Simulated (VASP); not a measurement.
A run of VASP 6.6.1:

INCAR

```
ALGO     = Normal         # electronic algorithm
EDIFF    = 1E-6           # SCF threshold, eV
ENCUT    = 520            # plane-wave cutoff, eV
GGA      = PS             # functional
ISIF     = 2              # what is computed and relaxed
ISMEAR   = 0              # smearing method
LASPH    = T              # aspherical terms in the spheres
LCHARG   = F              # write CHGCAR
LREAL    = F              # projectors in reciprocal space
LWAVE    = F              # write WAVECAR
NBANDS   = 15             # bands
NELM     = 80             # most SCF steps
PREC     = Accurate       # precision mode
SIGMA    = 0.05           # smearing width, eV
```

The input KPOINTS:

```
k-points
0
Gamma
  6 6 4
```

The input POSCAR:

```
MgI2
1.0
    4.2160056232      0.0000000000      0.0000000000
   -2.1080028116      3.6511679722      0.0000000000
    0.0000000000      0.0000000000      6.6561400000
Mg I
1 2
Direct
    0.0000000000      0.0000000000      0.0000000000
    0.3333333333      0.6666666667      0.7576300000
    0.6666666667      0.3333333333      0.2423700000
```

Potentials or basis: VASP PAW PBE potentials, release 64 (Mg, I).

Command:

```sh
$ cat potpaw_PBE.64/Mg/POTCAR potpaw_PBE.64/I/POTCAR > POTCAR
$ mpirun -np 1 vasp_std > vasp.out
```

Hardware: 1 thread of Intel(R) Xeon(R) Platinum 8559C (Emerald Rapids), with other jobs on the host.

**Question.** How long does it take, and how much memory?

**Answer.** It took 14 s on 1 thread of Intel(R) Xeon(R) Platinum 8559C (Emerald Rapids), with other jobs on the host, peak memory 0.23 GiB. Counts: scf iterations 12, k points 24.
